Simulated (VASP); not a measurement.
Wanted: the native input for a VASP 6.6.1 run.

* Task: single point
* Functional: PBE
* Potentials or basis: VASP PAW PBE potentials, release 64 (Hf_pv, O)
* Cutoff: 600 eV
* k mesh: 3 × 3 × 3
* Occupations: gaussian, width 0.01 eV
* Spin: no spin polarisation
* Dipole correction: no
* Further INCAR settings: ALGO = Normal; EDIFF = 1e-06; NBANDS = 18

The structure of HfO2 lies in POSCAR:

```
HfO2
1.0
    0.0000000000      2.4152430200      2.4152430200
    2.4152430200      0.0000000000      2.4152430200
    2.4152430200      2.4152430200      0.0000000000
Hf O
1 2
Direct
    0.0000000000      0.0000000000      0.0000000000
    0.2500000000      0.2500000000      0.2500000000
    0.7500000000      0.7500000000      0.7500000000
```

One way to write it, as run:

INCAR

```
  PREC = Accurate
  ENCUT = 600
  EDIFF = 1E-6
  ISMEAR = 0
  SIGMA = 0.01
  LREAL = F
  LASPH = T
  NELM = 120
  ALGO = Normal
  ISIF = 2
  LWAVE = F
  LCHARG = F
  GGA = PE
  NBANDS = 18
  GGA_COMPAT = F
```

KPOINTS

```
Automatic mesh
0
Gamma
  3 3 3
```

Potentials or basis: VASP PAW PBE potentials, release 64 (Hf_pv, O).

Run with:

```bash
$ cat potpaw_PBE.64/Hf_pv/POTCAR potpaw_PBE.64/O/POTCAR > POTCAR
$ mpirun -np 1 vasp_std > vasp.out
```

Results of the run:

The pressure is 50.1 GPa and the band gap on the k mesh is 4.88 eV, direct.

Caveat: the k points lie up to 0.75 Å⁻¹ apart; spin-orbit coupling is left out, which moves the levels of the heavy elements.

Wall time 3.7 s on 1 thread of AMD EPYC 9R14 (Zen 4), on a shared host, peak memory 0.12 GiB.
